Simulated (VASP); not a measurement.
# PtS2 (P-3m1) in VASP: single point with HSE06

Aim: the single point of PtS2 with HSE06.

Everything below comes from runs of VASP 6.6.1. Logs are shortened: lines on timing, memory, paths and dates and some standing lists are left out, and cuts for length are marked.

### Step 1. The cell of the first run

The structure is trigonal, space group P-3m1 (No. 164). Conventional cell: a = 3.553 Å, b = 3.553 Å, c = 5.123 Å, α = 90.00°, β = 90.00°, γ = 120.00°. Within 3.2 Å of Pt (site symmetry -3m) lie 6 S at 2.39 Å. Within 3.2 Å of S (site symmetry 3m) lie 3 Pt at 2.39 Å and 3 S at 3.20 Å.

### Step 2. Single point, HSE06

Input file POSCAR:

```
PtS2
1.0
    3.5526240935      0.0000000000      0.0000000000
   -1.7763120467      3.0766627150      0.0000000000
    0.0000000000      0.0000000000      5.1228306381
Pt S
1 2
Direct
    0.0000000000      0.0000000000      0.0000000000
    0.3333333333      0.6666666667      0.2392542164
    0.6666666667      0.3333333333      0.7607457836
```

Input file INCAR.step1:

```
PREC = Accurate
ENCUT = 400
EDIFF = 1E-5
ISMEAR = 0
SIGMA = 0.01
LREAL = F
LASPH = T
NELM = 120
ALGO = Normal
ISIF = 2
LWAVE = T
LCHARG = F
GGA = PE
NBANDS = 18
GGA_COMPAT = F
```

Input file INCAR.step2:

```
PREC = Accurate
ENCUT = 400
EDIFF = 1E-6
ISMEAR = 0
SIGMA = 0.01
LREAL = F
LASPH = T
NELM = 120
ALGO = Normal
ISIF = 2
LWAVE = F
LCHARG = F
GGA = PE
LHFCALC = T
HFSCREEN = 0.2079
PRECFOCK = Normal
ISTART = 1
NBANDS = 18
GGA_COMPAT = F
```

Input file KPOINTS:

```
Automatic mesh
0
Gamma
  6 6 4
```

Potentials or basis: VASP PAW PBE potentials, release 64 (Pt, S).

Run with:

```sh
$ cat potpaw_PBE.64/Pt/POTCAR potpaw_PBE.64/S/POTCAR > POTCAR
$ cp INCAR.step1 INCAR
$ mpirun -np 1 vasp_std > vasp.out
$ cp INCAR.step2 INCAR
$ mpirun -np 1 vasp_std > vasp.out
```

OUTCAR:

```text
PREC = Accurate
   ENCUT = 400
   EDIFF = 1E-6
   ISMEAR = 0
   LREAL = F
   LASPH = T
   NELM = 120
   ISIF = 2
   GGA = PE
   LHFCALC = T
   HFSCREEN = 0.2079
   PRECFOCK = Normal
   ISTART = 1

 ion  position               nearest neighbor table
   1  0.000  0.000  0.000-   2 2.39   3 2.39   2 2.39   3 2.39   3 2.39   2 2.39
   2  0.333  0.667  0.239-   1 2.39   1 2.39   1 2.39
   3  0.667  0.333  0.761-   1 2.39   1 2.39   1 2.39

  LATTYP: Found a hexagonal cell.
 ALAT       =     3.5526240935
 C/A-ratio  =     1.4419849957

  Lattice vectors:

 A1 = (   3.5526240935,   0.0000000000,   0.0000000000)
 A2 = (  -1.7763120467,   3.0766627150,   0.0000000000)
 A3 = (   0.0000000000,   0.0000000000,   5.1228306381)

Analysis of symmetry for initial positions (statically):
=====================================================================
 Subroutine PRICEL returns:
 Original cell was already a primitive cell.

 Routine SETGRP: Setting up the symmetry group for a
 hexagonal supercell.

 Subroutine GETGRP returns: Found 12 space group operations
 (whereof 12 operations were pure point group operations)
 out of a pool of 24 trial point group operations.

The static configuration has the point symmetry D_3d.

Analysis of symmetry for dynamics (positions and initial velocities):
=====================================================================
 Subroutine PRICEL returns:
 Original cell was already a primitive cell.

 Routine SETGRP: Setting up the symmetry group for a
 hexagonal supercell.

 Subroutine GETGRP returns: Found 12 space group operations
 (whereof 12 operations were pure point group operations)
 out of a pool of 24 trial point group operations.

The dynamic configuration has the point symmetry D_3d.

 Subroutine INISYM returns: Found 12 space group operations
 (whereof 12 operations are pure point group operations),
 and found     1 'primitive' translations

----------------------------------------------------------------------------------------

                                     Primitive cell

  volume of cell :      55.9937

  direct lattice vectors                    reciprocal lattice vectors
     3.552624093  0.000000000  0.000000000     0.281482075  0.162513752  0.000000000
[... 92 lines left out ...]
   NFREE  =      0    steps in history (QN), initial steepest desc. (CG)
   ISIF   =      2    stress and relaxation
   ISYM   =      3    0-nonsym 1-usesym 2-fastsym
   POTIM  = 0.5000    time-step for ionic-motion
   TEBEG  =    0.0;   TEEND  =   0.0 temperature during run
   PSTRESS=    0.0 pullay stress
   NELECT =      22.0000    total number of electrons
   NUPDOWN=      -1.0000    fix difference up-down
   EMIN   =  10.00;   EMAX   =-10.00  energy-range for DOS
   EFERMI =   0.00;   METHOD = LEGACY
   ISMEAR =     0;   SIGMA  =   0.01  broadening in eV -4-tet -1-fermi 0-gaus
   EFERMI_NEDOS =   21; number of points for ismear=-14 and -15
   IALGO  =     38    algorithm
   IMIX   =      1    mixing-type and parameters
     AMIX     =   0.40;   BMIX     =  1.00
     AMIX_MAG =   1.60;   BMIX_MAG =  1.00
  volume/ion in A,a.u.               =      18.66       125.95
  Fermi-wavevector in a.u.,A,eV,Ry     =   1.199046  2.265869 19.561265  1.437712
  Thomas-Fermi vector in A             =   2.334919
   LORBIT       =      0    0 simple, 1 ext, 2 COOP (PROOUT), +10 PAW based schemes
   GGA     = PE    functional components
   LHFCALC =     T    Hartree Fock is set to
   PRECFOCK=normal    Normal, Fast or Accurate (Low or Medium for compatibility)
   ENCUT4O =  -1.0   cutoff for four orbital integrals eV
   NKREDX  =     1    reduce k-point grid by
   NKREDY  =     1    reduce k-point grid by
   NKREDZ  =     1    reduce k-point grid by
   AEXX    =    0.2500 exact exchange contribution
   HFSCREEN=    0.2079 screening length (either q_TF or 0.3 A-1)
   HFSCREENC=   0.2079 screening length for correlation (either q_TF or 0.3 A-1)
   ENCUTFOCK=  -1.0 apply spherical cutoff to Coloumb kernel
   IVDW    =     0    specifies the selected vdW correction
   LEPSILON=     F    determine dielectric tensor
   LRPA    =     F    only Hartree local field effects (RPA)
 non-spin polarized calculation
 Gauss-broadening in eV      SIGMA  =   0.01
  energy-cutoff  :      400.00
  volume of cell :       55.99
 maximum number of plane-waves:      1032
 NGX is ok and might be reduce to    24
  NGX = 18; NGY = 18; NGZ = 28

 number of electron      21.9999993 magnetization

 Free energy of the ion-electron system (eV)
  ---------------------------------------------------
  ext. energy  EPLUGINS =         0.00000000
  ---------------------------------------------------
  free energy    TOTEN  =       -18.62914214 eV

  energy without entropy =      -18.62914214  energy(sigma->0) =      -18.62914214

 E-fermi :   6.0669     XC(G=0):  -8.6906

 val. band max:        6.0209451485   @ k =   0.0000   0.0000   0.0000
 cond. band min:       7.4203404183   @ k =   0.0000   0.3333   0.2500
 fundamental gap:      1.3993952698
 Fermi energy:         6.0669451343

 k-point     1 :       0.0000    0.0000    0.0000
  band No.  band energies     occupation
      1     -10.7261      2.00000
      2      -7.6436      2.00000
      3      -1.7282      2.00000
      4      -1.1956      2.00000
      5      -1.1956      2.00000
      6       1.4109      2.00000
[... 481 lines left out ...]
      5      -0.7089      2.00000
      6       1.2078      2.00000
[... 10 lines left out ...]
     17      15.0149      0.00000
     18      17.7500      0.00000

------------------------ aborting loop because EDIFF is reached ----------------------------------------

  FORCE on cell =-STRESS in cart. coord.  units (eV):
  Direction    XX          YY          ZZ          XY          YZ          ZX
  --------------------------------------------------------------------------------------
  -------------------------------------------------------------------------------------
  Total       -0.6394263     -0.6394263     -0.1591790     -0.0000000      0.0000000     -0.0000000
  in kB      -18.2962448    -18.2962448     -4.5546744     -0.0000000      0.0000000     -0.0000000
  external PRESSURE =     -13.7157214 kB  Pullay stress =       0.0000000 kB

 VOLUME and BASIS-vectors are now :
 -----------------------------------------------------------------------------
  energy-cutoff  :      400.00
  volume of cell :       55.99
      direct lattice vectors                 reciprocal lattice vectors
     3.552624093  0.000000000  0.000000000     0.281482075  0.162513752  0.000000000
    -1.776312047  3.076662715  0.000000000     0.000000000  0.325027503  0.000000000
     0.000000000  0.000000000  5.122830638     0.000000000  0.000000000  0.195204579

 POSITION                                       TOTAL-FORCE (eV/Angst)
 -----------------------------------------------------------------------------------
      0.00000      0.00000      0.00000        -0.000000      0.000000      0.000000
     -0.00000      2.05111      1.22566         0.000000      0.000000     -0.410750
      1.77631      1.02555      3.89717        -0.000000     -0.000000      0.410750
 -----------------------------------------------------------------------------------
    total drift:                                0.000000      0.000001      0.000001

  FREE ENERGIE OF THE ION-ELECTRON SYSTEM (eV)
  ---------------------------------------------------
  free  energy   TOTEN  =       -18.6291421400 eV

  energy  without entropy=      -18.6291421400  energy(sigma->0) =      -18.62914214
```

OUTCAR.step1:

```text
PREC = Accurate
   ENCUT = 400
   EDIFF = 1E-5
   ISMEAR = 0
   LREAL = F
[... 728 lines left out ...]
      0.00000      0.00000      0.00000        -0.000000      0.000000      0.000000
     -0.00000      2.05111      1.22566        -0.000000     -0.000000      0.026097
      1.77631      1.02555      3.89717         0.000000      0.000000     -0.026097
 -----------------------------------------------------------------------------------
    total drift:                                0.000000     -0.000000      0.000000

  FREE ENERGIE OF THE ION-ELECTRON SYSTEM (eV)
  ---------------------------------------------------
  free  energy   TOTEN  =       -15.3939004203 eV

  energy  without entropy=      -15.3939004203  energy(sigma->0) =      -15.39390042
```

Wall time 73 min (1 thread of Intel Xeon 8259CL, shared host); peak memory 0.28 GiB.

Results:

* Free energy: -18.6291 eV
* Pressure: -1.4 GPa
* Largest force: 0.411 eV/Å
* Band gap on the k mesh: 1.40 eV (least direct gap 2.14 eV)

Forces in eV/Å, atoms in the order of the input:
```
Pt   0.000  0.000  0.000
S    0.000  0.000 -0.411
S    0.000  0.000  0.411
```

Stress tensor (GPa, compression positive):
```
-1.83  0.00  0.00
 0.00 -1.83  0.00
 0.00  0.00 -0.46
```

Caveat: the PAW data sets were made with another functional, which shifts forces and pressure a little; spin-orbit coupling is left out, which moves the levels of the heavy elements. A k mesh can miss the band edges.
